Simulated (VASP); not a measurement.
# InP (F-43m) in VASP: further runs

Runs on InP. Level: LDA. Tasks: single point.

Program: VASP 6.6.1. These are calculated values, not measurements. Logs are shortened: lines on timing, memory, paths and dates and some standing lists are left out, and cuts for length are marked.

### Step 1. The cell of the first run

The structure is cubic, space group F-43m (No. 216). Conventional cell: a = 5.782 Å, b = 5.782 Å, c = 5.782 Å, α = 90.00°, β = 90.00°, γ = 90.00°. Within 3.3 Å of In (site symmetry -43m) lie 4 P at 2.50 Å. P (site symmetry -43m) has 4 In at 2.50 Å within 3.3 Å.

### Step 2. Single point, LDA (volume scaled by 0.96)

INCAR

```
SYSTEM = InP
ALGO = Normal ; EDIFF = 1E-7
ENCUT = 520 ; ISIF = 2
ISMEAR = -1 ; LASPH = .True.
LCHARG = .False. ; LREAL = .False.
LWAVE = .False. ; NBANDS = 16
NELM = 100 ; PREC = Accurate
SIGMA = 0.05
```

KPOINTS

```
k-points
0
Gamma
  8 8 8
  0 0 0
```

POSCAR

```
InP
1.0
    0.0000000000      2.8908937935      2.8908937935
    2.8908937935      0.0000000000      2.8908937935
    2.8908937935      2.8908937935      0.0000000000
In P
1 1
Direct
    0.0000000000      0.0000000000      0.0000000000
    0.7500000000      0.7500000000      0.7500000000
```

Potentials or basis: VASP PAW LDA potentials, release 64 (In_d, P).

Launch:

```console
$ cat potpaw_LDA.64/In_d/POTCAR potpaw_LDA.64/P/POTCAR > POTCAR
$ mpirun -np 1 vasp_std > vasp.out
```

OUTCAR:

```text
SYSTEM = InP
   EDIFF = 1E-7
   ENCUT = 520
   ISIF = 2
   ISMEAR = -1
   LASPH = .True.
   LREAL = .False.
   NELM = 100
   PREC = Accurate

 ion  position               nearest neighbor table
   1  0.000  0.000  0.000-   2 2.50   2 2.50   2 2.50   2 2.50
   2  0.750  0.750  0.750-   1 2.50   1 2.50   1 2.50   1 2.50

  LATTYP: Found a face centered cubic cell.
 ALAT       =     5.7817875870

  Lattice vectors:

 A1 = (   0.0000000000,   2.8908937935,   2.8908937935)
 A2 = (   2.8908937935,   0.0000000000,   2.8908937935)
 A3 = (   2.8908937935,   2.8908937935,   0.0000000000)

Analysis of symmetry for initial positions (statically):
=====================================================================
 Subroutine PRICEL returns:
 Original cell was already a primitive cell.

 Routine SETGRP: Setting up the symmetry group for a
 face centered cubic supercell.

 Subroutine GETGRP returns: Found 24 space group operations
 (whereof 24 operations were pure point group operations)
 out of a pool of 48 trial point group operations.

The static configuration has the point symmetry T_d .

Analysis of symmetry for dynamics (positions and initial velocities):
=====================================================================
 Subroutine PRICEL returns:
 Original cell was already a primitive cell.

 Routine SETGRP: Setting up the symmetry group for a
 face centered cubic supercell.

 Subroutine GETGRP returns: Found 24 space group operations
 (whereof 24 operations were pure point group operations)
 out of a pool of 48 trial point group operations.

The dynamic configuration has the point symmetry T_d .

 Subroutine INISYM returns: Found 24 space group operations
 (whereof 24 operations are pure point group operations),
 and found     1 'primitive' translations

----------------------------------------------------------------------------------------

                                     Primitive cell

  volume of cell :      48.3199

  direct lattice vectors                    reciprocal lattice vectors
     0.000000000  2.890893794  2.890893794    -0.172956890  0.172956890  0.172956890
     2.890893794  0.000000000  2.890893794     0.172956890 -0.172956890  0.172956890
     2.890893794  2.890893794  0.000000000     0.172956890  0.172956890 -0.172956890

  length of vectors
     4.088341210  4.088341210  4.088341210     0.299570121  0.299570121  0.299570121

  position of ions in fractional coordinates (direct lattice)
     0.000000000  0.000000000  0.000000000
     0.750000000  0.750000000  0.750000000

  ion indices of the primitive-cell ions
   primitive index   ion index
                 1           1
                 2           2

----------------------------------------------------------------------------------------

 KPOINTS: k-points

Automatic generation of k-mesh.
 Grid dimensions read from file:
 generate k-points for:    8    8    8

 Generating k-lattice:

  Cartesian coordinates                     Fractional coordinates (reciprocal lattice)
    -0.021619611  0.021619611  0.021619611     0.125000000  0.000000000  0.000000000
     0.021619611 -0.021619611  0.021619611     0.000000000  0.125000000  0.000000000
     0.021619611  0.021619611 -0.021619611     0.000000000  0.000000000  0.125000000

  Length of vectors
     0.037446265  0.037446265  0.037446265

  Shift w.r.t. Gamma in fractional coordinates (k-lattice)
     0.000000000  0.000000000  0.000000000

 Subroutine IBZKPT returns following result:
 ===========================================

 Found     29 irreducible k-points:

 Following reciprocal coordinates:
            Coordinates               Weight
  0.000000  0.000000  0.000000      1.000000
  0.125000  0.000000  0.000000      8.000000
  0.250000  0.000000  0.000000      8.000000
  0.375000  0.000000  0.000000      8.000000
  0.500000  0.000000  0.000000      4.000000
  0.125000  0.125000  0.000000      6.000000
[... 16 lines left out ...]
  0.500000  0.250000  0.125000     48.000000
 -0.375000  0.250000  0.125000     24.000000
 [... further k-points ...]
   k-points           NKPTS =     29   k-points in BZ     NKDIM =     29   number of bands    NBANDS=     16
   number of dos      NEDOS =    301   number of ions     NIONS =      2
   total plane-waves  NPLWV =  27000
   dimension x,y,z NGX =    30 NGY =   30 NGZ =   30
   dimension x,y,z NGXF=    60 NGYF=   60 NGZF=   60
   ions per type =               1   1
   NGX,Y,Z   is equivalent  to a cutoff of  12.20, 12.20, 12.20 a.u.
   NGXF,Y,Z  is equivalent  to a cutoff of  24.40, 24.40, 24.40 a.u.
 SYSTEM =  InP
   PREC   = accura    normal or accurate (medium, high low for compatibility)
   ISTART =      0    job   : 0-new  1-cont  2-samecut
   ICHARG =      2    charge: 1-file 2-atom 10-const
   ISPIN  =      1    spin polarized calculation?
   LNONCOLLINEAR =      F non collinear calculations
   LSORBIT =      F    spin-orbit coupling
   LASPH  =      T    aspherical Exc in radial PAW
   ENCUT  =  520.0 eV  38.22 Ry    6.18 a.u.   7.60  7.60  7.60*2*pi/ulx,y,z
   NELM   =    100;   NELMIN=  2; NELMDL= -5     # of ELM steps
   EDIFF  = 0.1E-06   stopping-criterion for ELM
   LREAL  =      F    real-space projection
   EDIFFG = 0.1E-05   stopping-criterion for IOM
   NSW    =      0    number of steps for IOM
   IBRION =     -1    ionic relax: 0-MD 1-quasi-New 2-CG
   NFREE  =      0    steps in history (QN), initial steepest desc. (CG)
   ISIF   =      2    stress and relaxation
   ISYM   =      2    0-nonsym 1-usesym 2-fastsym
   POTIM  = 0.5000    time-step for ionic-motion
   TEBEG  =    0.0;   TEEND  =   0.0 temperature during run
   PSTRESS=    0.0 pullay stress
   NELECT =      18.0000    total number of electrons
   NUPDOWN=      -1.0000    fix difference up-down
   EMIN   =  10.00;   EMAX   =-10.00  energy-range for DOS
   EFERMI =   0.00;   METHOD = LEGACY
   ISMEAR =    -1;   SIGMA  =   0.05  broadening in eV -4-tet -1-fermi 0-gaus
   EFERMI_NEDOS =   21; number of points for ismear=-14 and -15
   IALGO  =     38    algorithm
   IMIX   =      4    mixing-type and parameters
     AMIX     =   0.40;   BMIX     =  1.00
     AMIX_MAG =   1.60;   BMIX_MAG =  1.00
  volume/ion in A,a.u.               =      24.16       163.04
  Fermi-wavevector in a.u.,A,eV,Ry     =   1.177941  2.225986 18.878695  1.387545
  Thomas-Fermi vector in A             =   2.314279
   LORBIT       =      0    0 simple, 1 ext, 2 COOP (PROOUT), +10 PAW based schemes
   GGA     = CA    functional components
   LHFCALC =     F    Hartree Fock is set to
   AEXX    =    0.0000 exact exchange contribution
   IVDW    =     0    specifies the selected vdW correction
   LEPSILON=     F    determine dielectric tensor
   LRPA    =     F    only Hartree local field effects (RPA)
 non-spin polarized calculation
  energy-cutoff  :      520.00
  volume of cell :       48.32
 maximum number of plane-waves:      1316
   NGX = 15   NGY = 15   NGZ = 15

 number of electron      18.0000007 magnetization

 Free energy of the ion-electron system (eV)
  ---------------------------------------------------
  ext. energy  EPLUGINS =         0.00000000
  ---------------------------------------------------
  free energy    TOTEN  =        -9.66548119 eV

  energy without entropy =       -9.66547713  energy(sigma->0) =       -9.66547916

 E-fermi :   5.8673     XC(G=0):  -9.7877

 val. band max:        5.4715749656   @ k =   0.0000   0.0000   0.0000
 cond. band min:       6.2026912544   @ k =   0.0000   0.0000   0.0000
 fundamental gap:      0.7311162888
 Fermi energy:         5.8672510149

 k-point     1 :       0.0000    0.0000    0.0000
  band No.  band energies     occupation
      1      -8.8096      2.00000
      2      -8.8096      2.00000
      3      -8.8096      2.00000
      4      -8.6330      2.00000
      5      -8.6330      2.00000
      6      -6.3633      2.00000
[... 8 lines left out ...]
     15      14.9874      0.00000
     16      14.9874      0.00000

 k-point     2 :       0.1250    0.0000    0.0000
  band No.  band energies     occupation
      1      -8.8323      2.00000
      2      -8.8009      2.00000
      3      -8.8009      2.00000
      4      -8.6330      2.00000
      5      -8.6330      2.00000
      6      -6.1712      2.00000
[... 8 lines left out ...]
     15      14.2755      0.00000
     16      14.7484      0.00000

 k-point     3 :       0.2500    0.0000    0.0000
  band No.  band energies     occupation
      1      -8.8835      2.00000
      2      -8.7825      2.00000
      3      -8.7825      2.00000
      4      -8.6301      2.00000
      5      -8.6301      2.00000
      6      -5.6330      2.00000
[... 8 lines left out ...]
     15      14.0353      0.00000
     16      14.4536      0.00000

 k-point     4 :       0.3750    0.0000    0.0000
  band No.  band energies     occupation
      1      -8.9306      2.00000
      2      -8.7687      2.00000
      3      -8.7687      2.00000
      4      -8.6223      2.00000
      5      -8.6223      2.00000
      6      -4.9009      2.00000
[... 8 lines left out ...]
     15      15.0038      0.00000
     16      15.0038      0.00000

 k-point     5 :       0.5000    0.0000    0.0000
  band No.  band energies     occupation
      1      -8.9493      2.00000
      2      -8.7646      2.00000
      3      -8.7646      2.00000
      4      -8.6174      2.00000
      5      -8.6174      2.00000
      6      -4.4697      2.00000
[... 8 lines left out ...]
     15      16.1703      0.00000
     16      16.1703      0.00000

 k-point     6 :       0.1250    0.1250    0.0000
  band No.  band energies     occupation
      1      -8.8483      2.00000
      2      -8.7925      2.00000
      3      -8.7925      2.00000
      4      -8.6404      2.00000
      5      -8.6270      2.00000
      6      -6.1082      2.00000
[... 8 lines left out ...]
     15      15.1255      0.00000
     16      15.2113      0.00000

 k-point     7 :       0.2500    0.1250    0.0000
  band No.  band energies     occupation
      1      -8.8894      2.00000
      2      -8.7768      2.00000
      3      -8.7730      2.00000
      4      -8.6457      2.00000
      5      -8.6211      2.00000
      6      -5.6859      2.00000
[... 8 lines left out ...]
     15      14.9681      0.00000
     16      15.8135      0.00000

 k-point     8 :       0.3750    0.1250    0.0000
  band No.  band energies     occupation
      1      -8.9303      2.00000
      2      -8.7649      2.00000
      3      -8.7571      2.00000
      4      -8.6418      2.00000
      5      -8.6152      2.00000
      6      -5.0036      2.00000
[... 8 lines left out ...]
     15      15.4168      0.00000
     16      15.5867      0.00000

 k-point     9 :       0.5000    0.1250    0.0000
  band No.  band energies     occupation
      1      -8.9526      2.00000
      2      -8.7603      2.00000
      3      -8.7520      2.00000
      4      -8.6301      2.00000
      5      -8.6152      2.00000
      6      -4.4009      2.00000
[... 8 lines left out ...]
     15      16.1165      0.00000
     16      16.2010      0.00000
[... 172 lines left out ...]
 k-point    19 :       0.5000    0.3750    0.0000
  band No.  band energies     occupation
      1      -9.0064      2.00000
      2      -8.7064      2.00000
      3      -8.6970      2.00000
      4      -8.6825      2.00000
      5      -8.5977      2.00000
      6      -3.9105      2.00000
[... 8 lines left out ...]
     15      16.4282      0.00000
     16      17.5725      0.00000

 k-point    20 :      -0.3750    0.3750    0.0000
  band No.  band energies     occupation
      1      -8.9903      2.00000
      2      -8.7253      2.00000
      3      -8.7047      2.00000
      4      -8.6661      2.00000
      5      -8.6095      2.00000
      6      -3.7574      2.00000
[... 8 lines left out ...]
     15      15.3933      0.00000
     16      18.4482      0.00000

 k-point    21 :       0.5000    0.5000    0.0000
  band No.  band energies     occupation
      1      -9.0219      2.00000
      2      -8.6960      2.00000
      3      -8.6876      2.00000
      4      -8.6876      2.00000
      5      -8.5918      2.00000
      6      -3.7523      2.00000
[... 8 lines left out ...]
     15      16.2723      0.00000
     16      17.3433      0.00000

 k-point    22 :       0.3750    0.2500    0.1250
  band No.  band energies     occupation
      1      -8.9263      2.00000
      2      -8.7602      2.00000
      3      -8.7527      2.00000
      4      -8.6519      2.00000
      5      -8.6154      2.00000
      6      -5.1861      2.00000
[... 8 lines left out ...]
     15      15.7128      0.00000
     16      17.1539      0.00000

 k-point    23 :       0.5000    0.2500    0.1250
  band No.  band energies     occupation
      1      -8.9533      2.00000
      2      -8.7544      2.00000
      3      -8.7357      2.00000
      4      -8.6475      2.00000
      5      -8.6151      2.00000
      6      -4.5113      2.00000
[... 8 lines left out ...]
     15      16.3514      0.00000
     16      16.8998      0.00000

 k-point    24 :      -0.3750    0.2500    0.1250
  band No.  band energies     occupation
      1      -8.9631      2.00000
      2      -8.7538      2.00000
      3      -8.7299      2.00000
      4      -8.6404      2.00000
      5      -8.6181      2.00000
      6      -4.1226      2.00000
[... 8 lines left out ...]
     15      16.1463      0.00000
     16      16.8653      0.00000

 [... further k-points ...]

------------------------ aborting loop because EDIFF is reached ----------------------------------------

  FORCE on cell =-STRESS in cart. coord.  units (eV):
  Direction    XX          YY          ZZ          XY          YZ          ZX
  --------------------------------------------------------------------------------------
  -------------------------------------------------------------------------------------
  Total        0.5323937      0.5323937      0.5323937      0.0000000      0.0000000     -0.0000000
  in kB       17.6529410     17.6529410     17.6529410      0.0000000      0.0000000     -0.0000000
  external PRESSURE =      17.6529410 kB  Pullay stress =       0.0000000 kB

 VOLUME and BASIS-vectors are now :
 -----------------------------------------------------------------------------
  energy-cutoff  :      520.00
  volume of cell :       48.32
      direct lattice vectors                 reciprocal lattice vectors
     0.000000000  2.890893794  2.890893794    -0.172956890  0.172956890  0.172956890
     2.890893794  0.000000000  2.890893794     0.172956890 -0.172956890  0.172956890
     2.890893794  2.890893794  0.000000000     0.172956890  0.172956890 -0.172956890

 POSITION                                       TOTAL-FORCE (eV/Angst)
 -----------------------------------------------------------------------------------
      0.00000      0.00000      0.00000        -0.000000     -0.000000     -0.000000
      4.33634      4.33634      4.33634         0.000000      0.000000      0.000000
 -----------------------------------------------------------------------------------
    total drift:                                0.000000      0.000000      0.000000

  FREE ENERGIE OF THE ION-ELECTRON SYSTEM (eV)
  ---------------------------------------------------
  free  energy   TOTEN  =        -9.6654811938 eV

  energy  without entropy=       -9.6654771342  energy(sigma->0) =       -9.66547916
```

It took 43 s on 1 thread of AMD EPYC 7R13, shared host; peak memory 0.13 GiB.

What came out:

```yaml
Free_energy: -9.6655 eV
Pressure: 1.8 GPa
Band_gap_on_the_k_mesh: 0.73 eV, direct
```

Caveat: spin-orbit coupling is left out, which moves the levels of the heavy elements.

### Step 3. Single point, LDA (volume scaled by 0.98)

INCAR

```
ALGO = Normal ; EDIFF = 1E-6
ENCUT = 520 ; GGA = CA
ISIF = 2 ; ISMEAR = -1
LASPH = T ; LCHARG = F
LREAL = F ; LWAVE = F
NBANDS = 16 ; NELM = 100
PREC = Accurate ; SIGMA = 0.05
```

KPOINTS

```
k-points
0
Gamma
  8 8 8
```

POSCAR

```
InP
1.0
    0.0000000000      2.9108316221      2.9108316221
    2.9108316221      0.0000000000      2.9108316221
    2.9108316221      2.9108316221      0.0000000000
In P
1 1
Direct
    0.0000000000      0.0000000000      0.0000000000
    0.7500000000      0.7500000000      0.7500000000
```

Potentials or basis: VASP PAW LDA potentials, release 64 (In_d, P).

Launch:

```console
$ cat potpaw_LDA.64/In_d/POTCAR potpaw_LDA.64/P/POTCAR > POTCAR
$ mpirun -np 1 vasp_std > vasp.out
```

Run time: 44 s. Hardware: 1 thread of AMD EPYC 7R13, shared host; peak memory 0.13 GiB.

It converged, with:

| Property | Result |
| --- | --- |
| Free energy | -9.6720 eV |
| Pressure | 0.2 GPa |
| Band gap on the k mesh | 0.62 eV, direct |

Levels at points of the mesh, in eV from the valence-band top:
```
           k point  band 5  band 6  band 7  band 8  band 9  band 10  band 11  band 12  band 13  band 14
(0.00, 0.00, 0.00)  -14.07  -11.69    0.00    0.00    0.00     0.62     3.96     3.96     3.96     8.38
(0.50, 0.00, 0.00)  -14.05   -9.86   -5.94   -1.02   -1.02     1.37     4.70     4.70     6.93     9.33
(0.50, 0.50, 0.00)  -14.03   -9.17   -5.95   -2.43   -2.43     1.56     2.12     9.12     9.57     9.57
```

Caveat: spin-orbit coupling is left out, which moves the levels of the heavy elements.
